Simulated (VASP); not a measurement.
# AlPt (P2_13) in VASP: relaxation of the atoms with PBEsol

Aim: the relaxation of the atoms of AlPt with PBEsol.

All numbers are computed with VASP 6.6.1; they aren't measurements. Logs are shortened: lines on timing, memory, paths and dates and some standing lists are left out, and cuts for length are marked.

## 1. The cell of the first run

Symmetry: P2_13, No. 198, cubic system. The conventional cell has a = 5.026 Å, b = 5.026 Å, c = 5.026 Å, α = 90.00°, β = 90.00°, γ = 90.00°. Within 3.5 Å of Al (site symmetry 3) lie 7 Pt at 2.68 to 2.70 Å and 6 Al at 3.11 Å. Pt (site symmetry 3) has 7 Al at 2.68 to 2.70 Å and 6 Pt at 3.11 Å within 3.5 Å.

## 2. Relaxation of the atoms, PBEsol (15.87 Å³/atom)

INCAR

```
SYSTEM = AlPt
PREC     = Accurate       ! precision mode
ENCUT    = 520            ! plane-wave cutoff, eV
EDIFF    = 1E-6           ! SCF threshold, eV
ISMEAR   = 0              ! smearing method
SIGMA    = 0.1            ! smearing width, eV
LREAL    = .FALSE.        ! projectors in reciprocal space
LASPH    = .TRUE.         ! aspherical terms in the spheres
NELM     = 80             ! most SCF steps
ALGO     = Fast           ! electronic algorithm
ISIF     = 2              ! what is computed and relaxed
LWAVE    = .FALSE.        ! write WAVECAR
LCHARG   = .FALSE.        ! write CHGCAR
GGA      = PS             ! functional
IBRION   = 2              ! ionic algorithm
NSW      = 50             ! ionic steps
EDIFFG   = -0.01          ! ionic threshold
```

KPOINTS

```
Automatic mesh
0
G
  8 8 8
  0 0 0
```

POSCAR

```
AlPt
1.0
    5.0256602924      0.0000000000      0.0000000000
    0.0000000000      5.0256602924      0.0000000000
    0.0000000000      0.0000000000      5.0256602924
Al Pt
4 4
Direct
    0.8434867351      0.8434867351      0.8434867351
    0.6565132649      0.1565132649      0.3434867351
    0.3434867351      0.6565132649      0.1565132649
    0.1565132649      0.3434867351      0.6565132649
    0.1540768092      0.1540768092      0.1540768092
    0.3459231908      0.8459231908      0.6540768092
    0.6540768092      0.3459231908      0.8459231908
    0.8459231908      0.6540768092      0.3459231908
```

Potentials or basis: VASP PAW PBE potentials, release 64 (Al, Pt).

Started as:

```bash
$ cat potpaw_PBE.64/Al/POTCAR potpaw_PBE.64/Pt/POTCAR > POTCAR
$ mpirun -np 1 vasp_std > vasp.out
```

OUTCAR:

```text
SYSTEM = AlPt
   PREC = Accurate
   ENCUT = 520
   EDIFF = 1E-6
   ISMEAR = 0
   LREAL = .FALSE.
   LASPH = .TRUE.
   NELM = 80
   ISIF = 2
   GGA = PS
   IBRION = 2
   NSW = 50
   EDIFFG = -0.01

 ion  position               nearest neighbor table
   1  0.843  0.843  0.843-   6 2.68   7 2.68   8 2.68   6 2.70   7 2.70   8 2.70   5 2.70   4 3.11
                             4 3.11   2 3.11   2 3.11   3 3.11   3 3.11
   2  0.657  0.157  0.343-   5 2.68   7 2.68   8 2.68   7 2.70   8 2.70   5 2.70   6 2.70   3 3.11
                             3 3.11   1 3.11   4 3.11   4 3.11   1 3.11
   3  0.343  0.657  0.157-   5 2.68   6 2.68   8 2.68   8 2.70   6 2.70   5 2.70   7 2.70   2 3.11
                             2 3.11   1 3.11   4 3.11   4 3.11   1 3.11
   4  0.157  0.343  0.657-   5 2.68   6 2.68   7 2.68   6 2.70   5 2.70   7 2.70   8 2.70   1 3.11
                             1 3.11   2 3.11   3 3.11   2 3.11   3 3.11
   5  0.154  0.154  0.154-   2 2.68   3 2.68   4 2.68   2 2.70   3 2.70   4 2.70   1 2.70   6 3.11
                             7 3.11   8 3.11   6 3.11   8 3.11   7 3.11
   6  0.346  0.846  0.654-   1 2.68   3 2.68   4 2.68   3 2.70   4 2.70   1 2.70   2 2.70   8 3.11
                             5 3.11   5 3.11   7 3.11   7 3.11   8 3.11
   7  0.654  0.346  0.846-   1 2.68   2 2.68   4 2.68   4 2.70   2 2.70   1 2.70   3 2.70   8 3.11
                             5 3.11   8 3.11   6 3.11   6 3.11   5 3.11
   8  0.846  0.654  0.346-   1 2.68   2 2.68   3 2.68   2 2.70   1 2.70   3 2.70   4 2.70   7 3.11
                             5 3.11   7 3.11   5 3.11   6 3.11   6 3.11

  LATTYP: Found a simple cubic cell.
 ALAT       =     5.0256602924

  Lattice vectors:

 A1 = (   5.0256602924,   0.0000000000,   0.0000000000)
 A2 = (   0.0000000000,   5.0256602924,   0.0000000000)
 A3 = (   0.0000000000,   0.0000000000,   5.0256602924)

Analysis of symmetry for initial positions (statically):
=====================================================================
 Subroutine PRICEL returns:
 Original cell was already a primitive cell.

 Routine SETGRP: Setting up the symmetry group for a
 simple cubic supercell.

 Subroutine GETGRP returns: Found 12 space group operations
 (whereof  3 operations were pure point group operations)
 out of a pool of 48 trial point group operations.

The static configuration has the point symmetry C_3 .
 The point group associated with its full space group is T   .

Analysis of symmetry for dynamics (positions and initial velocities):
=====================================================================
 Subroutine PRICEL returns:
 Original cell was already a primitive cell.

 Routine SETGRP: Setting up the symmetry group for a
 simple cubic supercell.

 Subroutine GETGRP returns: Found 12 space group operations
 (whereof  3 operations were pure point group operations)
 out of a pool of 48 trial point group operations.

The dynamic configuration has the point symmetry C_3 .
 The point group associated with its full space group is T   .

 Subroutine INISYM returns: Found 12 space group operations
 (whereof  3 operations are pure point group operations),
 and found     1 'primitive' translations

----------------------------------------------------------------------------------------

                                     Primitive cell

  volume of cell :     126.9344

  direct lattice vectors                    reciprocal lattice vectors
     5.025660292  0.000000000  0.000000000     0.198978829  0.000000000  0.000000000
     0.000000000  5.025660292  0.000000000     0.000000000  0.198978829  0.000000000
     0.000000000  0.000000000  5.025660292     0.000000000  0.000000000  0.198978829

  length of vectors
     5.025660292  5.025660292  5.025660292     0.198978829  0.198978829  0.198978829

  position of ions in fractional coordinates (direct lattice)
     0.843486735  0.843486735  0.843486735
     0.656513265  0.156513265  0.343486735
     0.343486735  0.656513265  0.156513265
     0.156513265  0.343486735  0.656513265
     0.154076809  0.154076809  0.154076809
     0.345923191  0.845923191  0.654076809
     0.654076809  0.345923191  0.845923191
     0.845923191  0.654076809  0.345923191

  ion indices of the primitive-cell ions
   primitive index   ion index
                 1           1
                 2           2
                 3           3
                 4           4
                 5           5
                 6           6
                 7           7
                 8           8

----------------------------------------------------------------------------------------

 KPOINTS: Automatic mesh

Automatic generation of k-mesh.
 Grid dimensions read from file:
 generate k-points for:    8    8    8

 Generating k-lattice:

  Cartesian coordinates                     Fractional coordinates (reciprocal lattice)
     0.024872354  0.000000000  0.000000000     0.125000000  0.000000000  0.000000000
     0.000000000  0.024872354  0.000000000     0.000000000  0.125000000  0.000000000
     0.000000000  0.000000000  0.024872354     0.000000000  0.000000000  0.125000000

  Length of vectors
     0.024872354  0.024872354  0.024872354

  Shift w.r.t. Gamma in fractional coordinates (k-lattice)
     0.000000000  0.000000000  0.000000000

 Subroutine IBZKPT returns following result:
 ===========================================

 Found     45 irreducible k-points:

 Following reciprocal coordinates:
            Coordinates               Weight
  0.000000  0.000000  0.000000      1.000000
  0.125000  0.000000  0.000000      6.000000
  0.250000  0.000000  0.000000      6.000000
  0.375000  0.000000  0.000000      6.000000
  0.500000  0.000000  0.000000      3.000000
  0.125000  0.125000  0.000000     12.000000
[... 16 lines left out ...]
  0.250000  0.125000  0.125000     24.000000
  0.375000  0.125000  0.125000     24.000000
 [... further k-points ...]
   k-points           NKPTS =     45   k-points in BZ     NKDIM =     45   number of bands    NBANDS=     31
   number of dos      NEDOS =    301   number of ions     NIONS =      8
   total plane-waves  NPLWV =  64000
   dimension x,y,z NGX =    40 NGY =   40 NGZ =   40
   dimension x,y,z NGXF=    80 NGYF=   80 NGZF=   80
   ions per type =               4   4
   NGX,Y,Z   is equivalent  to a cutoff of  13.23, 13.23, 13.23 a.u.
   NGXF,Y,Z  is equivalent  to a cutoff of  26.46, 26.46, 26.46 a.u.
 SYSTEM =  AlPt
   PREC   = accura    normal or accurate (medium, high low for compatibility)
   ISTART =      0    job   : 0-new  1-cont  2-samecut
   ICHARG =      2    charge: 1-file 2-atom 10-const
   ISPIN  =      1    spin polarized calculation?
   LNONCOLLINEAR =      F non collinear calculations
   LSORBIT =      F    spin-orbit coupling
   LASPH  =      T    aspherical Exc in radial PAW
   ENCUT  =  520.0 eV  38.22 Ry    6.18 a.u.   9.34  9.34  9.34*2*pi/ulx,y,z
   NELM   =     80;   NELMIN=  2; NELMDL= -5     # of ELM steps
   EDIFF  = 0.1E-05   stopping-criterion for ELM
   LREAL  =      F    real-space projection
   EDIFFG = -.1E-01   stopping-criterion for IOM
   NSW    =     50    number of steps for IOM
   IBRION =      2    ionic relax: 0-MD 1-quasi-New 2-CG
   NFREE  =      1    steps in history (QN), initial steepest desc. (CG)
   ISIF   =      2    stress and relaxation
   ISYM   =      2    0-nonsym 1-usesym 2-fastsym
   POTIM  = 0.5000    time-step for ionic-motion
   TEBEG  =    0.0;   TEEND  =   0.0 temperature during run
   PSTRESS=    0.0 pullay stress
   NELECT =      52.0000    total number of electrons
   NUPDOWN=      -1.0000    fix difference up-down
   EMIN   =  10.00;   EMAX   =-10.00  energy-range for DOS
   EFERMI =   0.00;   METHOD = LEGACY
   ISMEAR =     0;   SIGMA  =   0.10  broadening in eV -4-tet -1-fermi 0-gaus
   EFERMI_NEDOS =   21; number of points for ismear=-14 and -15
   IALGO  =     68    algorithm
   IMIX   =      4    mixing-type and parameters
     AMIX     =   0.40;   BMIX     =  1.00
     AMIX_MAG =   1.60;   BMIX_MAG =  1.00
  volume/ion in A,a.u.               =      15.87       107.07
  Fermi-wavevector in a.u.,A,eV,Ry     =   1.215858  2.297638 20.113634  1.478310
  Thomas-Fermi vector in A             =   2.351231
   LORBIT       =      0    0 simple, 1 ext, 2 COOP (PROOUT), +10 PAW based schemes
   GGA     = PS    functional components
   LHFCALC =     F    Hartree Fock is set to
   AEXX    =    0.0000 exact exchange contribution
   IVDW    =     0    specifies the selected vdW correction
   LEPSILON=     F    determine dielectric tensor
   LRPA    =     F    only Hartree local field effects (RPA)
 conjugate gradient relaxation of ions
 non-spin polarized calculation
 RMM-DIIS sequential band-by-band and
 Gauss-broadening in eV      SIGMA  =   0.10
  energy-cutoff  :      520.00
  volume of cell :      126.93
 maximum number of plane-waves:      3450
 NGX is ok and might be reduce to    40
   NGX = 19   NGY = 19   NGZ = 19

--------------------------------------- Ionic step        1  -------------------------------------------

 number of electron      51.9999996 magnetization

 Free energy of the ion-electron system (eV)
  ---------------------------------------------------
  ext. energy  EPLUGINS =         0.00000000
  ---------------------------------------------------
  free energy    TOTEN  =       -52.04275863 eV

  energy without entropy =      -52.03226168  energy(sigma->0) =      -52.03751016

------------------------ aborting loop because EDIFF is reached ----------------------------------------

  FORCE on cell =-STRESS in cart. coord.  units (eV):
  Direction    XX          YY          ZZ          XY          YZ          ZX
  --------------------------------------------------------------------------------------
  -------------------------------------------------------------------------------------
  Total      -12.2592928    -12.2592928    -12.2592928     -0.0000000      0.0000000      0.0000000
  in kB     -154.7378695   -154.7378695   -154.7378695     -0.0000000      0.0000000      0.0000000
  external PRESSURE =    -154.7378695 kB  Pullay stress =       0.0000000 kB
[... 69 lines left out ...]
  energy  without entropy=      -52.0325671026  energy(sigma->0) =      -52.03781383

--------------------------------------- Ionic step        3  -------------------------------------------

 number of electron      51.9999996 magnetization

 Free energy of the ion-electron system (eV)
  ---------------------------------------------------
  ext. energy  EPLUGINS =         0.00000000
  ---------------------------------------------------
  free energy    TOTEN  =       -52.04338120 eV

  energy without entropy =      -52.03289680  energy(sigma->0) =      -52.03813900

 E-fermi :   9.0777     XC(G=0): -11.8319

 val. band max:        9.0549906980   @ k =   0.1250   0.1250   0.1250
 cond. band min:       9.0872715741   @ k =   0.3750   0.3750   0.0000
 fundamental gap:      0.0322808760
 Fermi energy:         9.0776553765

 k-point     1 :       0.0000    0.0000    0.0000
  band No.  band energies     occupation
      1      -1.3598      2.00000
      2       2.7551      2.00000
      3       2.7551      2.00000
      4       2.7551      2.00000
      5       4.1919      2.00000
      6       4.1919      2.00000
[... 805 lines left out ...]
     30      11.9210      0.00000
     31      12.2778      0.00000

 [... further k-points ...]
[... 5 lines left out ...]
  --------------------------------------------------------------------------------------
  -------------------------------------------------------------------------------------
  Total      -12.2347622    -12.2347622    -12.2347622      0.0000000      0.0000000      0.0000000
  in kB     -154.4282423   -154.4282423   -154.4282423      0.0000000      0.0000000      0.0000000
  external PRESSURE =    -154.4282423 kB  Pullay stress =       0.0000000 kB
[... 23 lines left out ...]
  FREE ENERGIE OF THE ION-ELECTRON SYSTEM (eV)
  ---------------------------------------------------
  free  energy   TOTEN  =       -52.0433812032 eV

  energy  without entropy=      -52.0328968015  energy(sigma->0) =      -52.03813900

 reached required accuracy - stopping structural energy minimisation
```

Wall time 1.9 min (1 thread of Intel Xeon 6975P-C (Granite Rapids), shared host); peak memory 0.34 GiB.

Results:

| Item | Value |
| --- | --- |
| Free energy | -52.0434 eV |
| Energy gained by relaxing | 0.1 meV/atom |
| Ionic steps | 3 |
| Pressure after relaxing | -15.4 GPa |
| Band gap on the k mesh | zero (bands 26 and 27 overlap by 1.16 eV) |

Step by step:
```csv
step,energy change (eV),largest force (eV/Å),pressure (GPa)
1,0.0000,0.0424,-15.47
2,-0.0003,0.0301,-15.47
3,-0.0006,0.0015,-15.44
```

Final structure:
```
Al Pt
1.0
     5.02566    0.00000    0.00000
     0.00000    5.02566    0.00000
     0.00000    0.00000    5.02566
Al Pt
4 4
Direct
  0.84269 0.84269 0.84269
  0.65731 0.15731 0.34269
  0.34269 0.65731 0.15731
  0.15731 0.34269 0.65731
  0.15418 0.15418 0.15418
  0.34582 0.84582 0.65418
  0.65418 0.34582 0.84582
  0.84582 0.65418 0.34582
```

Levels at points of the mesh, in eV from the Fermi level:
| k point | band 23 | band 24 | band 25 | band 26 | band 27 | band 28 | band 29 | band 30 |
| --- | --- | --- | --- | --- | --- | --- | --- | --- |
| (0.00, 0.00, 0.00) | -1.58 | -1.58 | -0.23 | -0.23 | -0.23 | 3.84 | 3.84 | 3.84 |
| (0.50, 0.00, 0.00) | -1.37 | -1.37 | -0.61 | -0.61 | 1.05 | 1.05 | 2.34 | 2.34 |
| (0.50, 0.50, 0.00) | -1.99 | -1.99 | 0.38 | 0.38 | 1.16 | 1.16 | 2.47 | 2.47 |
| (0.50, 0.50, 0.50) | -2.25 | -2.25 | -0.78 | -0.78 | -0.78 | -0.78 | 6.14 | 6.14 |

Caveat: the PAW data sets were made with another functional, which shifts forces and pressure a little; spin-orbit coupling is left out, which moves the levels of the heavy elements.

The gap in the log of VASP goes by the Fermi energy; the results here count the filled bands.